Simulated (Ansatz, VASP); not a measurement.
## Two plane-wave programs on Sc4InSb

```
CELL_PARAMETERS angstrom
4.84570 0.00000 0.00000
0.00000 4.84570 0.00000
0.00000 0.00000 6.80400
ATOMIC_POSITIONS crystal
Sc 0.50000 0.00000 0.25340
Sc 0.50000 0.00000 0.74660
Sc 0.00000 0.50000 0.74660
Sc 0.00000 0.50000 0.25340
In 0.00000 0.00000 0.50000
Sb 0.50000 0.50000 0.00000
```

Change from the starting cell: species swapped into the CaSnF4 type (P4/mmm, No. 123).

Alike in both runs: functional PBE; k mesh 8 × 8 × 6; occupations gaussian, width 0.1 eV; no spin polarisation.

Ansatz relaxed the structure, and its values are those at the end. VASP's run is a single point on that final structure, the one shown.

|  | VASP | Ansatz |
| --- | --- | --- |
| version | VASP 6.6.1 | Ansatz 0.2.0 |
| potentials or method | VASP PAW PBE potentials, release 64 (Sc_sv, In_d, Sb), cutoff 520 eV | scalar-relativistic, plane waves, PAW |
| valence electrons in the cell | 62 | 72 |

```csv
,VASP,Ansatz,Ansatz less VASP
gap on the k mesh at the Fermi level (eV),none,none,-
pressure (GPa),0.1,0.0,-0.10
rms of the force components (eV/Å),0.004,0.000,-0.0039
```

A gap of «none» marks a metal or a gap that the smearing closes. VASP's potentials hold 62 valence electrons a cell and Ansatz's 72, so a difference there can come from the potentials and not from the codes.

Spin-orbit coupling is off throughout.
